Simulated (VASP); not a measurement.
Wanted: the native input for a VASP 6.6.1 run.

* Task: relaxation of cell and atoms
* Functional: PBE
* Potentials or basis: VASP PAW PBE potentials, release 64 (Cd, O)
* Cutoff: 600 eV
* k mesh: 16 × 16 × 16
* Occupations: gaussian, width 0.1 eV
* Spin: no spin polarisation
* Target pressure: 112.5 GPa
* Dipole correction: no
* Further INCAR settings: ALGO = Normal; EDIFF = 1e-07; IBRION = 2; EDIFFG = -0.004; NSW = 70; ISIF = 3

The structure of CdO lies in POSCAR:

```
CdO
1.0
    0.0000000000      2.1072032879      2.1072032879
    2.1072032879      0.0000000000      2.1072032879
    2.1072032879      2.1072032879      0.0000000000
Cd O
1 1
Direct
    0.0000000000      0.0000000000      0.0000000000
    0.5000000000      0.5000000000      0.5000000000
```

These files were run (other wordings do the same):

INCAR

```
SYSTEM = CdO
  PREC = Accurate
  ENCUT = 600
  EDIFF = 1E-7
  ISMEAR = 0
  SIGMA = 0.1
  LREAL = .False.
  LASPH = .True.
  NELM = 120
  ALGO = Normal
  ISIF = 3
  LWAVE = .False.
  LCHARG = .False.
  GGA = PE
  IBRION = 2
  NSW = 70
  EDIFFG = -0.004
  PSTRESS = 1125.0
  GGA_COMPAT = .False.
  NELMIN = 4
```

KPOINTS

```
Automatic mesh
0
Gamma
  16 16 16
  0 0 0
```

Potentials or basis: VASP PAW PBE potentials, release 64 (Cd, O).

The run is started by

```console
$ cat potpaw_PBE.64/Cd/POTCAR potpaw_PBE.64/O/POTCAR > POTCAR
$ mpirun -np 1 vasp_std > vasp.out
```

It gave:

```json
{
 "Relaxed volume": "9.47 Å³/atom",
 "Relaxed cell": "a = 2.992 Å, b = 2.992 Å, c = 2.992 Å, α = 60.00°, β = 60.00°, γ = 60.00°",
 "Space group after relaxing (to 0.1 Å)": "Fm-3m (No. 225)",
 "Energy change on relaxing (the run minimises the enthalpy)": "-80.2 meV/atom",
 "Ionic steps": "4",
 "Pressure after relaxing": "112.5 GPa",
 "Band gap on the k mesh": "0.25 eV (least direct gap 3.27 eV)"
}
```

Caveat: the cell is relaxed towards a set pressure, so the run minimises the enthalpy, not the energy.

It took 3.9 min on 1 thread of AMD EPYC 7R13, with other jobs on the host, peak memory 0.15 GiB.
